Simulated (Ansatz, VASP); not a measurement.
**One calculation of KF, two programs**

```
K F
1.0
     0.00000    2.71054    2.60889
     2.66310    0.00000    2.60889
     2.66310    2.71054    0.00000
K F
1 1
Direct
  0.00000 0.00000 0.00000
  0.50000 0.50000 0.50000
```

Change from the starting cell: normal strain along x -0.0175, normal strain along z -0.0375.

Alike in both runs: task single point; functional PBE; k mesh 8 × 8 × 8; occupations gaussian, width 0.05 eV; no spin polarisation.

|  | VASP | Ansatz |
| --- | --- | --- |
| version | VASP 6.6.1 | Ansatz 0.2.0 |
| potentials or method | VASP PAW PBE potentials, release 64 (K_sv, F), cutoff 520 eV | scalar-relativistic, plane waves, PAW |
| valence electrons in the cell | 16 | 16 |

Ansatz gave:

```
gap on the k mesh at the Fermi level (eV)                     : 6.21
least direct gap on the mesh (eV)                             : 6.21
pressure (GPa)                                                : 2.0
traceless stress, the component that is largest in VASP (GPa) : 1.26
```

Q: What did VASP give for the same quantities?

A: gap on the k mesh at the Fermi level (eV): 6.19; least direct gap on the mesh (eV): 6.19; pressure (GPa): 2.0; traceless stress, the component that is largest in VASP (GPa): 1.31.
